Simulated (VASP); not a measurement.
# Be7B (P-43m) in VASP: a series of runs, part 3 of 3

VASP 6.6.1. The steps go on from the part before.

## 5. Single point, PBE

This run uses another cell than the first one, of 13.88 Å³/atom.

INCAR reads:

```
SYSTEM = Be7B
ALGO = Fast ; EDIFF = 1E-6
ENCUT = 520 ; GGA = PE
ISIF = 2 ; ISMEAR = 0
LASPH = .TRUE. ; LCHARG = .FALSE.
LREAL = .FALSE. ; LWAVE = .FALSE.
NBANDS = 18 ; NELM = 100
PREC = Accurate ; SIGMA = 0.1
```

KPOINTS reads:

```
k-points
0
G
  8 8 8
  0 0 0
```

POSCAR reads:

```
Be7B
1.0
    4.8063714186      0.0000000000      0.0000000000
    0.0000000000      4.8063714186      0.0000000000
    0.0000000000      0.0000000000      4.8063714186
Be B
7 1
Direct
    0.2077667295      0.2077667295      0.2077667295
    0.0000000000      0.5000000000      0.5000000000
    0.5000000000      0.5000000000      0.0000000000
    0.5000000000      0.0000000000      0.5000000000
    0.7922332705      0.2077667295      0.7922332705
    0.7922332705      0.7922332705      0.2077667295
    0.2077667295      0.7922332705      0.7922332705
    0.0000000000      0.0000000000      0.0000000000
```

Potentials or basis: VASP PAW PBE potentials, release 64 (Be, B).

Run with:

```console
> cat potpaw_PBE.64/Be/POTCAR potpaw_PBE.64/B/POTCAR > POTCAR
> mpirun -np 1 vasp_std > vasp.out
```

OUTCAR:

```text
SYSTEM = Be7B
   EDIFF = 1E-6
   ENCUT = 520
   GGA = PE
   ISIF = 2
   ISMEAR = 0
   LASPH = .TRUE.
   LREAL = .FALSE.
   NELM = 100
   PREC = Accurate

 ion  position               nearest neighbor table
   1  0.208  0.208  0.208-   8 1.73   3 2.22   4 2.22   2 2.22
   2  0.000  0.500  0.500-   1 2.22   5 2.22   6 2.22   7 2.22
   3  0.500  0.500  0.000-   1 2.22   5 2.22   6 2.22   7 2.22
   4  0.500  0.000  0.500-   1 2.22   5 2.22   6 2.22   7 2.22
   5  0.792  0.208  0.792-   8 1.73   3 2.22   4 2.22   2 2.22
   6  0.792  0.792  0.208-   8 1.73   3 2.22   4 2.22   2 2.22
   7  0.208  0.792  0.792-   8 1.73   3 2.22   4 2.22   2 2.22
   8  0.000  0.000  0.000-   1 1.73   5 1.73   6 1.73   7 1.73

  LATTYP: Found a simple cubic cell.
 ALAT       =     4.8063714186

  Lattice vectors:

 A1 = (   4.8063714186,   0.0000000000,   0.0000000000)
 A2 = (   0.0000000000,   4.8063714186,   0.0000000000)
 A3 = (   0.0000000000,   0.0000000000,   4.8063714186)

Analysis of symmetry for initial positions (statically):
=====================================================================
 Subroutine PRICEL returns:
 Original cell was already a primitive cell.

 Routine SETGRP: Setting up the symmetry group for a
 simple cubic supercell.

 Subroutine GETGRP returns: Found 24 space group operations
 (whereof 24 operations were pure point group operations)
 out of a pool of 48 trial point group operations.

The static configuration has the point symmetry T_d .

Analysis of symmetry for dynamics (positions and initial velocities):
=====================================================================
 Subroutine PRICEL returns:
 Original cell was already a primitive cell.

 Routine SETGRP: Setting up the symmetry group for a
 simple cubic supercell.

 Subroutine GETGRP returns: Found 24 space group operations
 (whereof 24 operations were pure point group operations)
 out of a pool of 48 trial point group operations.

[... 139 lines left out ...]
   AEXX    =    0.0000 exact exchange contribution
   IVDW    =     0    specifies the selected vdW correction
   LEPSILON=     F    determine dielectric tensor
   LRPA    =     F    only Hartree local field effects (RPA)
 non-spin polarized calculation
 RMM-DIIS sequential band-by-band and
 Gauss-broadening in eV      SIGMA  =   0.10
  energy-cutoff  :      520.00
  volume of cell :      111.03
 maximum number of plane-waves:      3016
 NGX is ok and might be reduce to    36
   NGX = 17   NGY = 17   NGZ = 17

 number of electron      17.0000000 magnetization

 Free energy of the ion-electron system (eV)
  ---------------------------------------------------
  ext. energy  EPLUGINS =         0.00000000
  ---------------------------------------------------
  free energy    TOTEN  =       -21.42283634 eV

  energy without entropy =      -21.41393661  energy(sigma->0) =      -21.41838648

 E-fermi :   2.0371     XC(G=0):  -8.7014

 val. band max:        2.0206067700   @ k =   0.5000   0.5000   0.1250
 cond. band min:       2.0541799421   @ k =   0.2500   0.0000   0.0000
 fundamental gap:      0.0335731721
 Fermi energy:         2.0371394203

 k-point     1 :       0.0000    0.0000    0.0000
  band No.  band energies     occupation
      1      -6.4655      2.00000
      2      -2.6466      2.00000
      3      -0.7857      2.00000
      4      -0.7857      2.00000
      5      -0.7857      2.00000
      6      -0.1855      2.00000
[... 481 lines left out ...]
      5      -0.7885      2.00000
      6       0.4138      2.00000
[... 10 lines left out ...]
     17       8.6316      0.00000
     18      10.1017      0.00000

 [... further k-points ...]

------------------------ aborting loop because EDIFF is reached ----------------------------------------

  FORCE on cell =-STRESS in cart. coord.  units (eV):
  Direction    XX          YY          ZZ          XY          YZ          ZX
  --------------------------------------------------------------------------------------
  -------------------------------------------------------------------------------------
  Total        0.0259848      0.0259848      0.0259848      0.0000000     -0.0000000      0.0000000
  in kB        0.3749534      0.3749534      0.3749534      0.0000000     -0.0000000      0.0000000
  external PRESSURE =       0.3749534 kB  Pullay stress =       0.0000000 kB

 VOLUME and BASIS-vectors are now :
 -----------------------------------------------------------------------------
  energy-cutoff  :      520.00
  volume of cell :      111.03
      direct lattice vectors                 reciprocal lattice vectors
     4.806371419  0.000000000  0.000000000     0.208057163  0.000000000  0.000000000
     0.000000000  4.806371419  0.000000000     0.000000000  0.208057163  0.000000000
     0.000000000  0.000000000  4.806371419     0.000000000  0.000000000  0.208057163

 POSITION                                       TOTAL-FORCE (eV/Angst)
 -----------------------------------------------------------------------------------
      0.99860      0.99860      0.99860         0.004597      0.004597      0.004597
      0.00000      2.40319      2.40319        -0.000000     -0.000000     -0.000000
      2.40319      2.40319      0.00000        -0.000000     -0.000000     -0.000000
      2.40319      0.00000      2.40319        -0.000000     -0.000000     -0.000000
      3.80777      0.99860      3.80777        -0.004597      0.004597     -0.004597
      3.80777      3.80777      0.99860        -0.004597     -0.004597      0.004597
      0.99860      3.80777      3.80777         0.004597     -0.004597     -0.004597
      0.00000      0.00000      0.00000        -0.000000      0.000000     -0.000000
 -----------------------------------------------------------------------------------
    total drift:                               -0.000000     -0.000000     -0.000000

  FREE ENERGIE OF THE ION-ELECTRON SYSTEM (eV)
  ---------------------------------------------------
  free  energy   TOTEN  =       -21.4228363425 eV

  energy  without entropy=      -21.4139366098  energy(sigma->0) =      -21.41838648
```

OSZICAR:

```text
N       E                     dE             d eps       ncg     rms          rms(c)
DAV:   1     0.151691761480E+02    0.15169E+02   -0.57531E+03  1260   0.736E+02
DAV:   2    -0.227717468058E+02   -0.37941E+02   -0.33036E+02  1726   0.109E+02
DAV:   3    -0.252245609079E+02   -0.24528E+01   -0.23656E+01  1618   0.259E+01
DAV:   4    -0.252519139084E+02   -0.27353E-01   -0.27326E-01  1520   0.299E+00
DAV:   5    -0.252521487783E+02   -0.23487E-03   -0.23484E-03  1626   0.313E-01    0.848E+00
RMM:   6    -0.216293561609E+02    0.36228E+01   -0.77042E+00  1267   0.972E+00    0.259E+00
RMM:   7    -0.214450907446E+02    0.18427E+00   -0.56072E-01  1323   0.409E+00    0.127E+00
RMM:   8    -0.214235498699E+02    0.21541E-01   -0.65717E-02  1495   0.142E+00    0.452E-01
RMM:   9    -0.214227547955E+02    0.79507E-03   -0.14747E-02  1498   0.594E-01    0.736E-02
RMM:  10    -0.214228700394E+02   -0.11524E-03   -0.12157E-03  1482   0.225E-01    0.364E-02
RMM:  11    -0.214228301727E+02    0.39867E-04   -0.31410E-04  1522   0.868E-02    0.629E-03
RMM:  12    -0.214228355499E+02   -0.53772E-05   -0.46229E-05  1498   0.419E-02    0.300E-03
RMM:  13    -0.214228363425E+02   -0.79257E-06   -0.92025E-06  1423   0.172E-02
   1 F= -.21422836E+02 E0= -.21418386E+02  d E =-.889973E-02
```

stdout:

```text
POSCAR found type information on POSCAR BeB
 POSCAR found :  2 types and       8 ions
 scaLAPACK will be used
 LDA part: xc-table for (Slater+PW92), standard interpolation
 POSCAR, INCAR and KPOINTS ok, starting setup
 FFT: planning ... GRIDC
 FFT: planning ... GRID_SOFT
 FFT: planning ... GRID
 WAVECAR not read
 entering main loop
```

Wall time 50 s (1 thread of Intel Xeon Platinum 8488C (Sapphire Rapids), shared host); peak memory 0.22 GiB.

Results:

```yaml
Free_energy: -21.4228 eV
Pressure: 0.0 GPa
Largest_force: 0.008 eV/Å
Band_gap_on_the_k_mesh: zero (an odd number of electrons rules out a gap without spin polarisation)
```

Forces on the atoms (eV/Å):
```
Be   0.005  0.005  0.005
Be   0.000  0.000  0.000
Be   0.000  0.000  0.000
Be   0.000  0.000  0.000
Be  -0.005  0.005 -0.005
Be  -0.005 -0.005  0.005
Be   0.005 -0.005 -0.005
B    0.000  0.000  0.000
```

## 6. Relaxation of cell and atoms, PBE

This run uses another cell than the first one, of 13.96 Å³/atom.

INCAR reads:

```
SYSTEM = Be7B
PREC = Accurate
ENCUT = 600
EDIFF = 1E-6
ISMEAR = 0
SIGMA = 0.1
LREAL = .False.
LASPH = .True.
NELM = 100
ALGO = Fast
ISIF = 3
LWAVE = .False.
LCHARG = .False.
GGA = PE
IBRION = 2
NSW = 100
EDIFFG = -0.01
```

KPOINTS reads:

```
regular mesh
0
Gamma
  8 8 8
  0 0 0
```

POSCAR reads:

```
Be7B
1.0
    4.8161354835      0.0000000000      0.0000000000
    0.0000000000      4.8161354835      0.0000000000
    0.0000000000      0.0000000000      4.8161354835
Be B
7 1
Direct
    0.2074953987      0.2074953987      0.2074953987
    0.0000000000      0.5000000000      0.5000000000
    0.5000000000      0.5000000000      0.0000000000
    0.5000000000      0.0000000000      0.5000000000
    0.7925046013      0.2074953987      0.7925046013
    0.7925046013      0.7925046013      0.2074953987
    0.2074953987      0.7925046013      0.7925046013
    0.0000000000      0.0000000000      0.0000000000
```

Potentials or basis: VASP PAW PBE potentials, release 64 (Be, B).

Run with:

```console
> cat potpaw_PBE.64/Be/POTCAR potpaw_PBE.64/B/POTCAR > POTCAR
> mpirun -np 1 vasp_std > vasp.out
```

Run time: 92 s. Hardware: 1 thread of Intel Xeon Platinum 8488C (Sapphire Rapids), shared host; peak memory 0.27 GiB.

Results (log left out):

```yaml
Free_energy: -21.4237 eV
Relaxed_volume: 13.89 Å³/atom
Relaxed_cell: a = 4.807 Å, b = 4.807 Å, c = 4.807 Å, α = 90.00°, β = 90.00°, γ = 90.00°
Space_group_after_relaxing_to_0.1_Å: P-43m (No. 215)
Energy_gained_by_relaxing: 0.1 meV/atom
Ionic_steps: 5
Pressure_after_relaxing: 0.0 GPa
Largest_force_after_relaxing: 0.003 eV/Å
Band_gap_on_the_k_mesh: zero (an odd number of electrons rules out a gap without spin polarisation)
```

Forces on the atoms (eV/Å):
```
Be   0.002  0.002  0.002
Be   0.000  0.000  0.000
Be   0.000  0.000  0.000
Be   0.000  0.000  0.000
Be  -0.002  0.002 -0.002
Be  -0.002 -0.002  0.002
Be   0.002 -0.002 -0.002
B    0.000  0.000  0.000
```

The path:
```csv
step,energy change (eV),largest force (eV/Å),pressure (GPa),volume (Å³)
1,0.0000,0.0167,-0.24,111.71
2,-0.0004,0.0159,-0.09,111.37
3,-0.0005,0.0165,0.00,111.15
4,-0.0005,0.0159,0.03,111.09
5,-0.0006,0.0033,0.01,111.09
```

Final structure:
```yaml
crystal:
  lattice:
    - [4.80716, 0.00000, 0.00000]
    - [0.00000, 4.80716, 0.00000]
    - [0.00000, 0.00000, 4.80716]
  atoms:
    - { symbol: Be, position: [0.20779, 0.20779, 0.20779] }
    - { symbol: Be, position: [0.00000, 0.50000, 0.50000] }
    - { symbol: Be, position: [0.50000, 0.50000, 0.00000] }
    - { symbol: Be, position: [0.50000, 0.00000, 0.50000] }
    - { symbol: Be, position: [0.79221, 0.20779, 0.79221] }
    - { symbol: Be, position: [0.79221, 0.79221, 0.20779] }
    - { symbol: Be, position: [0.20779, 0.79221, 0.79221] }
    - { symbol: B, position: [0.00000, 0.00000, 0.00000] }
```

Levels at points of the mesh, in eV from the Fermi level:
```
           k point  band 6  band 7  band 8  band 9  band 10  band 11
(0.00, 0.00, 0.00)   -2.22   -2.22   -0.18   -0.18    -0.18     1.12
(0.50, 0.00, 0.00)   -1.37   -1.11   -1.11   -1.04    -1.04     1.36
(0.50, 0.50, 0.00)   -1.74   -0.84   -0.84    0.18     0.18     0.75
(0.50, 0.50, 0.50)   -3.38   -3.38   -2.70    1.53     1.53     1.53
```

## 7. The runs side by side

| task | cell | k mesh | cutoff (eV) | gap on the mesh (eV) | pressure (GPa) | relaxed volume (Å³/atom) | largest force (eV/Å) |
| --- | --- | --- | --- | --- | --- | --- | --- |
| single point | a = 4.234 Å, 8 atoms, atomic positions A | 4 × 4 × 4 | 520 | none | 34.5 | - | 1.43 |
| single point | a = 4.816 Å, 8 atoms, atomic positions B | 4 × 4 × 4 | 520 | none | 0.1 | - | 0.01 |
| relaxation of cell and atoms | relaxed from a = 4.234 Å, 8 atoms, atomic positions A | 4 × 4 × 4 | 600 | none | -0.4 | 14.10 | 0.02 |
| single point | a = 4.806 Å, 8 atoms, atomic positions B | 8 × 8 × 8 | 520 | none | 0.0 | - | 0.01 |
| relaxation of cell and atoms | relaxed from a = 4.816 Å, 8 atoms, atomic positions B | 8 × 8 × 8 | 600 | none | 0.0 | 13.89 | - |

Alike in all rows: level PBE; potentials or basis VASP PAW PBE potentials, release 64 (Be, B); no spin polarisation; smearing gaussian 0.1 eV.

Caveats: some runs use coarse meshes; forces of over 1 eV/Å act on the atoms, so gaps and moduli don't describe the material at rest (at least some runs); the volume moved by over 15 % at a fixed basis, so the end points are rough (at least some runs).

Absolute energies hang on the potentials; compare differences alone.
